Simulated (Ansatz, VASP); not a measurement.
## Two plane-wave programs on SbPb

Contents of INCAR:

```
SYSTEM = SbPb
ALGO = Normal
EDIFF = 1E-6
ENCUT = 520
ISIF = 2
ISMEAR = 0
LASPH = .True.
LCHARG = .True.
LELF = .True.
LREAL = .False.
LVHAR = .True.
LWAVE = .False.
NBANDS = 16
NELM = 80
PREC = Accurate
SIGMA = 0.15
```

File KPOINTS:

```
k-points
0
Gamma
  14 14 14
  0 0 0
```

POSCAR

```
SbPb
1.0
    0.0000000000      3.1258412751      3.2974499611
    3.1258412751      0.0000000000      3.2974499611
    3.1258412751      3.1258412751      0.0000000000
Sb Pb
1 1
Direct
    0.5000000000      0.5000000000      0.5000000000
    0.0000000000      0.0000000000      0.0000000000
```

Input for Ansatz:

```yaml
crystal:
  lattice:
    - [0.0, 3.1258412751, 3.2974499611]
    - [3.1258412751, 0.0, 3.2974499611]
    - [3.1258412751, 3.1258412751, 0.0]
  atoms:
    - { symbol: Sb, position: [0.5, 0.5, 0.5] }
    - { symbol: Pb, position: [0.0, 0.0, 0.0] }
basis:
  ecutwfc: 420
kpoints:
  mp_grid: { grid: [14, 14, 14] }
hamiltonian:
  xc: lda
scf:
  occupations: { method: gaussian, width: 0.15 }
output:
  forces: true
  stress: true
  eigenvalues: true
```

Alike in both runs: task single point; functional LDA; k mesh 14 × 14 × 14; occupations gaussian, width 0.15 eV; no spin polarisation.

|  | VASP | Ansatz |
| --- | --- | --- |
| version | VASP 6.6.1 | Ansatz 0.2.0 |
| potentials or method | VASP PAW LDA potentials, release 64 (Sb, Pb_d), cutoff 520 eV | scalar-relativistic, plane waves, PAW |
| valence electrons in the cell | 19 | 29 |

Ansatz gave:

* gap on the k mesh at the Fermi level (eV): none
* pressure (GPa): -3.2
* traceless stress, the component that is largest in VASP (GPa): -2.29

Which values does VASP return?

gap on the k mesh at the Fermi level (eV): none; pressure (GPa): -3.2; traceless stress, the component that is largest in VASP (GPa): -2.31.

LDA's correlation is that of Perdew and Zunger in VASP and of Perdew and Wang (1992) in Ansatz. A gap of «none» marks a metal or a gap that the smearing closes. VASP's potentials hold 19 valence electrons a cell and Ansatz's 29, so a difference there can come from the potentials and not from the codes.

Neither program's run includes spin-orbit coupling.
